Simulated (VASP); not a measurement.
# TiO2 (P4_2/mnm) in VASP: a series of runs, part 2 of 2

VASP 6.6.1.

## Step 5: Single point, PBEsol

This run uses another cell than the first one, of the same volume but with other edges.

Input file INCAR:

```
SYSTEM = TiO2
  PREC = Accurate
  ENCUT = 520
  EDIFF = 1E-7
  ISMEAR = 0
  SIGMA = 0.05
  LREAL = .FALSE.
  LASPH = .TRUE.
  NELM = 80
  ALGO = Normal
  ISIF = 2
  LWAVE = .FALSE.
  LCHARG = .TRUE.
  GGA = PS
  LELF = .TRUE.
  LVHAR = .TRUE.
  NBANDS = 33
```

Input file KPOINTS:

```
Automatic mesh
0
G
  8 8 10
  0 0 0
```

Input file POSCAR:

```
TiO2
1.0
    4.4476761216      0.0000000000      0.0000000000
    0.0000000000      4.4476761216      0.0000000000
    0.0000000000      0.0000000000      3.1317986010
Ti O
2 4
Direct
    0.0000000000      0.0000000000      0.0000000000
    0.5000000000      0.5000000000      0.5000000000
    0.3044387440      0.3044387440      0.0000000000
    0.1955612560      0.8044387440      0.5000000000
    0.6955612560      0.6955612560      0.0000000000
    0.8044387440      0.1955612560      0.5000000000
```

Run with:

```bash
$ cat potpaw_PBE.64/Ti_sv/POTCAR potpaw_PBE.64/O/POTCAR > POTCAR
$ mpirun -np 1 vasp_std > vasp.out
```

Run time: 3.4 min. Hardware: 1 thread of Intel Xeon 6975P-C, shared host; peak memory 0.27 GiB.

It converged, with:

```yaml
Free_energy: -55.8125 eV
Pressure: -2.1 GPa
Largest_force: 0.075 eV/Å
Band_gap_on_the_k_mesh: 1.80 eV, direct
```

Forces in eV/Å, atoms in the order of the input:
```
Ti   0.000  0.000  0.000
Ti   0.000  0.000  0.000
O    0.053  0.053  0.000
O   -0.053  0.053  0.000
O   -0.053 -0.053  0.000
O    0.053 -0.053  0.000
```

Stress tensor (GPa, compression positive):
```
  5.35   0.00   0.00
  0.00   5.35   0.00
  0.00   0.00 -17.05
```

Levels at points of the mesh, in eV from the valence-band top:
| k point | band 22 | band 23 | band 24 | band 25 | band 26 | band 27 |
| --- | --- | --- | --- | --- | --- | --- |
| (0.00, 0.00, 0.00) | -0.33 | -0.33 | 0.00 | 1.80 | 2.20 | 2.21 |
| (0.50, 0.00, 0.00) | -2.13 | -0.74 | -0.74 | 2.51 | 2.51 | 2.92 |
| (0.50, 0.50, 0.00) | -1.68 | -0.90 | -0.90 | 1.92 | 1.92 | 2.27 |
| (0.00, 0.00, 0.50) | -2.29 | -1.32 | -1.32 | 2.49 | 2.49 | 3.10 |
| (0.50, 0.00, 0.50) | -2.02 | -1.03 | -1.03 | 1.87 | 1.87 | 2.58 |
| (0.50, 0.50, 0.50) | -1.37 | -0.57 | -0.57 | 2.57 | 2.57 | 2.61 |

Caveat: the PAW data sets were made with another functional, which shifts forces and pressure a little. A k mesh can miss the band edges.

## Step 6: Single point, PBEsol

This run uses another cell than the first one, of the same volume but with other edges.

Input file INCAR:

```
SYSTEM = TiO2
  PREC = Accurate
  ENCUT = 520
  EDIFF = 1E-7
  ISMEAR = 0
  SIGMA = 0.05
  LREAL = .FALSE.
  LASPH = .TRUE.
  NELM = 100
  ALGO = Normal
  ISIF = 2
  LWAVE = .FALSE.
  LCHARG = .FALSE.
  GGA = PS
  NBANDS = 33
```

KPOINTS is that of step 5.

POSCAR, as its differences from that of step 5:

```diff
@@ -2,5 +2,5 @@
 1.0
-    4.4476761216      0.0000000000      0.0000000000
-    0.0000000000      4.4476761216      0.0000000000
-    0.0000000000      0.0000000000      3.1317986010
+    4.6541492397      0.0000000000      0.0000000000
+    0.0000000000      4.6541492397      0.0000000000
+    0.0000000000      0.0000000000      2.8600888465
 Ti O
```

Potentials or basis: VASP PAW PBE potentials, release 64 (Ti_sv, O).

Run with:

```bash
$ cat potpaw_PBE.64/Ti_sv/POTCAR potpaw_PBE.64/O/POTCAR > POTCAR
$ mpirun -np 1 vasp_std > vasp.out
```

OUTCAR:

```text
SYSTEM = TiO2
   PREC = Accurate
   ENCUT = 520
   EDIFF = 1E-7
   ISMEAR = 0
   LREAL = .FALSE.
   LASPH = .TRUE.
   NELM = 100
   ISIF = 2
   GGA = PS

 ion  position               nearest neighbor table
   1  0.000  0.000  0.000-   4 1.92   6 1.92   4 1.92   6 1.92   5 2.00   3 2.00
   2  0.500  0.500  0.500-   3 1.92   5 1.92   3 1.92   5 1.92   4 2.00   6 2.00
   3  0.304  0.304  0.000-   2 1.92   2 1.92   1 2.00
   4  0.196  0.804  0.500-   1 1.92   1 1.92   2 2.00
   5  0.696  0.696  0.000-   2 1.92   2 1.92   1 2.00
   6  0.804  0.196  0.500-   1 1.92   1 1.92   2 2.00

  LATTYP: Found a simple tetragonal cell.
 ALAT       =     4.6541492397
 C/A-ratio  =     0.6145245241

  Lattice vectors:

 A1 = (   4.6541492397,   0.0000000000,   0.0000000000)
 A2 = (   0.0000000000,   4.6541492397,   0.0000000000)
 A3 = (   0.0000000000,   0.0000000000,   2.8600888465)

Analysis of symmetry for initial positions (statically):
=====================================================================
 Subroutine PRICEL returns:
 Original cell was already a primitive cell.

 Routine SETGRP: Setting up the symmetry group for a
 simple tetragonal supercell.

 Subroutine GETGRP returns: Found 16 space group operations
 (whereof  8 operations were pure point group operations)
 out of a pool of 16 trial point group operations.

The static configuration has the point symmetry D_2h.
 The point group associated with its full space group is D_4h.

Analysis of symmetry for dynamics (positions and initial velocities):
=====================================================================
 Subroutine PRICEL returns:
 Original cell was already a primitive cell.

 Routine SETGRP: Setting up the symmetry group for a
 simple tetragonal supercell.

 Subroutine GETGRP returns: Found 16 space group operations
 (whereof  8 operations were pure point group operations)
 out of a pool of 16 trial point group operations.

The dynamic configuration has the point symmetry D_2h.
 The point group associated with its full space group is D_4h.

 Subroutine INISYM returns: Found 16 space group operations
 (whereof  8 operations are pure point group operations),
 and found     1 'primitive' translations

----------------------------------------------------------------------------------------

                                     Primitive cell

  volume of cell :      61.9527

  direct lattice vectors                    reciprocal lattice vectors
     4.654149240  0.000000000  0.000000000     0.214862040  0.000000000  0.000000000
     0.000000000  4.654149240  0.000000000     0.000000000  0.214862040  0.000000000
     0.000000000  0.000000000  2.860088847     0.000000000  0.000000000  0.349639488

  length of vectors
     4.654149240  4.654149240  2.860088847     0.214862040  0.214862040  0.349639488

  position of ions in fractional coordinates (direct lattice)
     0.000000000  0.000000000  0.000000000
     0.500000000  0.500000000  0.500000000
     0.304438744  0.304438744  0.000000000
[... 35 lines left out ...]
 ===========================================

 Found     90 irreducible k-points:

 Following reciprocal coordinates:
            Coordinates               Weight
  0.000000  0.000000  0.000000      1.000000
  0.125000  0.000000  0.000000      4.000000
  0.250000  0.000000  0.000000      4.000000
  0.375000  0.000000  0.000000      4.000000
  0.500000  0.000000  0.000000      2.000000
  0.125000  0.125000  0.000000      4.000000
[... 16 lines left out ...]
  0.375000  0.125000  0.100000     16.000000
  0.500000  0.125000  0.100000      8.000000
 [... further k-points ...]
   k-points           NKPTS =     90   k-points in BZ     NKDIM =     90   number of bands    NBANDS=     33
   number of dos      NEDOS =    301   number of ions     NIONS =      6
   total plane-waves  NPLWV =  31104
   dimension x,y,z NGX =    36 NGY =   36 NGZ =   24
   dimension x,y,z NGXF=    72 NGYF=   72 NGZF=   48
   ions per type =               2   4
   NGX,Y,Z   is equivalent  to a cutoff of  12.86, 12.86, 13.95 a.u.
   NGXF,Y,Z  is equivalent  to a cutoff of  25.72, 25.72, 27.90 a.u.
 SYSTEM =  TiO2
   PREC   = accura    normal or accurate (medium, high low for compatibility)
   ISTART =      0    job   : 0-new  1-cont  2-samecut
   ICHARG =      2    charge: 1-file 2-atom 10-const
   ISPIN  =      1    spin polarized calculation?
   LNONCOLLINEAR =      F non collinear calculations
   LSORBIT =      F    spin-orbit coupling
   LASPH  =      T    aspherical Exc in radial PAW
   ENCUT  =  520.0 eV  38.22 Ry    6.18 a.u.   8.65  8.65  5.32*2*pi/ulx,y,z
   NELM   =    100;   NELMIN=  2; NELMDL= -5     # of ELM steps
   EDIFF  = 0.1E-06   stopping-criterion for ELM
   LREAL  =      F    real-space projection
   EDIFFG = 0.1E-05   stopping-criterion for IOM
   NSW    =      0    number of steps for IOM
   IBRION =     -1    ionic relax: 0-MD 1-quasi-New 2-CG
   NFREE  =      0    steps in history (QN), initial steepest desc. (CG)
   ISIF   =      2    stress and relaxation
   ISYM   =      2    0-nonsym 1-usesym 2-fastsym
   POTIM  = 0.5000    time-step for ionic-motion
   TEBEG  =    0.0;   TEEND  =   0.0 temperature during run
   PSTRESS=    0.0 pullay stress
   NELECT =      48.0000    total number of electrons
   NUPDOWN=      -1.0000    fix difference up-down
   EMIN   =  10.00;   EMAX   =-10.00  energy-range for DOS
   EFERMI =   0.00;   METHOD = LEGACY
   ISMEAR =     0;   SIGMA  =   0.05  broadening in eV -4-tet -1-fermi 0-gaus
   EFERMI_NEDOS =   21; number of points for ismear=-14 and -15
   IALGO  =     38    algorithm
   IMIX   =      4    mixing-type and parameters
     AMIX     =   0.40;   BMIX     =  1.00
     AMIX_MAG =   1.60;   BMIX_MAG =  1.00
  volume/ion in A,a.u.               =      10.33        69.68
  Fermi-wavevector in a.u.,A,eV,Ry     =   1.503610  2.841411 30.760636  2.260843
  Thomas-Fermi vector in A             =   2.614698
   LORBIT       =      0    0 simple, 1 ext, 2 COOP (PROOUT), +10 PAW based schemes
   GGA     = PS    functional components
   LHFCALC =     F    Hartree Fock is set to
   AEXX    =    0.0000 exact exchange contribution
   IVDW    =     0    specifies the selected vdW correction
   LEPSILON=     F    determine dielectric tensor
   LRPA    =     F    only Hartree local field effects (RPA)
 non-spin polarized calculation
 Gauss-broadening in eV      SIGMA  =   0.05
  energy-cutoff  :      520.00
  volume of cell :       61.95
 maximum number of plane-waves:      1706
 NGX is ok and might be reduce to    36

 number of electron      48.0000019 magnetization

 Free energy of the ion-electron system (eV)
  ---------------------------------------------------
  ext. energy  EPLUGINS =         0.00000000
  ---------------------------------------------------
  free energy    TOTEN  =       -56.03325244 eV

  energy without entropy =      -56.03325244  energy(sigma->0) =      -56.03325244

 E-fermi :   4.9154     XC(G=0): -11.7261

 val. band max:        4.6288686359   @ k =   0.0000   0.0000   0.0000
 cond. band min:       6.5505808051   @ k =   0.0000   0.0000   0.0000
 fundamental gap:      1.9217121692
 Fermi energy:         4.9154425417

 k-point     1 :       0.0000    0.0000    0.0000
  band No.  band energies     occupation
      1     -51.8018      2.00000
      2     -51.7849      2.00000
      3     -28.2382      2.00000
      4     -28.2382      2.00000
      5     -28.0618      2.00000
      6     -28.0618      2.00000
[... 853 lines left out ...]
     32      10.6543      0.00000
     33      11.2743      0.00000

 [... further k-points ...]

------------------------ aborting loop because EDIFF is reached ----------------------------------------

  FORCE on cell =-STRESS in cart. coord.  units (eV):
  Direction    XX          YY          ZZ          XY          YZ          ZX
  --------------------------------------------------------------------------------------
  -------------------------------------------------------------------------------------
  Total       -0.5418675     -0.5418675      4.2251061      0.0000000      0.0000000      0.0000000
  in kB      -14.0134010    -14.0134010    109.2667601      0.0000000      0.0000000      0.0000000
  external PRESSURE =      27.0799861 kB  Pullay stress =       0.0000000 kB

 VOLUME and BASIS-vectors are now :
 -----------------------------------------------------------------------------
  energy-cutoff  :      520.00
  volume of cell :       61.95
      direct lattice vectors                 reciprocal lattice vectors
     4.654149240  0.000000000  0.000000000     0.214862040  0.000000000  0.000000000
     0.000000000  4.654149240  0.000000000     0.000000000  0.214862040  0.000000000
     0.000000000  0.000000000  2.860088847     0.000000000  0.000000000  0.349639488

 POSITION                                       TOTAL-FORCE (eV/Angst)
 -----------------------------------------------------------------------------------
      0.00000      0.00000      0.00000         0.000000      0.000000      0.000000
      2.32707      2.32707      1.43004         0.000000      0.000000      0.000000
      1.41690      1.41690      0.00000        -0.053062     -0.053062      0.000000
      0.91017      3.74398      1.43004         0.053062     -0.053062      0.000000
      3.23725      3.23725      0.00000         0.053062      0.053062     -0.000000
      3.74398      0.91017      1.43004        -0.053062      0.053062      0.000000
 -----------------------------------------------------------------------------------
    total drift:                                0.000000      0.000000      0.000000

  FREE ENERGIE OF THE ION-ELECTRON SYSTEM (eV)
  ---------------------------------------------------
  free  energy   TOTEN  =       -56.0332524362 eV

  energy  without entropy=      -56.0332524362  energy(sigma->0) =      -56.03325244
```

Wall time 3.5 min (1 thread of Intel Xeon 6975P-C, shared host); peak memory 0.27 GiB.

What came out:

```
Free energy            : -56.0333 eV
Pressure               : 2.7 GPa
Largest force          : 0.075 eV/Å
Band gap on the k mesh : 1.92 eV, direct
```

Forces on the atoms (eV/Å):
```
Ti   0.000  0.000  0.000
Ti   0.000  0.000  0.000
O   -0.053 -0.053  0.000
O    0.053 -0.053  0.000
O    0.053  0.053  0.000
O   -0.053  0.053  0.000
```

Caveat: the PAW data sets were made with another functional, which shifts forces and pressure a little.

## Step 7: Overview

| cell | gap on the mesh (eV) | pressure (GPa) | largest force (eV/Å) |
| --- | --- | --- | --- |
| a = 4.847, b = 4.847, c = 2.637 Å, 6 atoms | 1.54 | 11.6 | 0.32 |
| a = 4.321, b = 4.321, c = 3.319 Å, 6 atoms | 1.90 | -2.1 | 0.29 |
| a = 4.721, b = 4.721, c = 2.780 Å, 6 atoms | 1.96 | 5.4 | 0.14 |
| a = 4.448, b = 4.448, c = 3.132 Å, 6 atoms | 1.80 | -2.1 | 0.07 |
| a = 4.654, b = 4.654, c = 2.860 Å, 6 atoms | 1.92 | 2.7 | 0.08 |

Alike in all rows: task single point; level PBEsol; potentials or basis VASP PAW PBE potentials, release 64 (Ti_sv, O); no spin polarisation; k mesh 8 × 8 × 10; cutoff (eV) 520; smearing gaussian 0.05 eV.

Caveats: the PAW data sets were made with another functional, which shifts forces and pressure a little.

Total energies depend on the potentials used, so only differences within one code and one set of settings carry meaning.
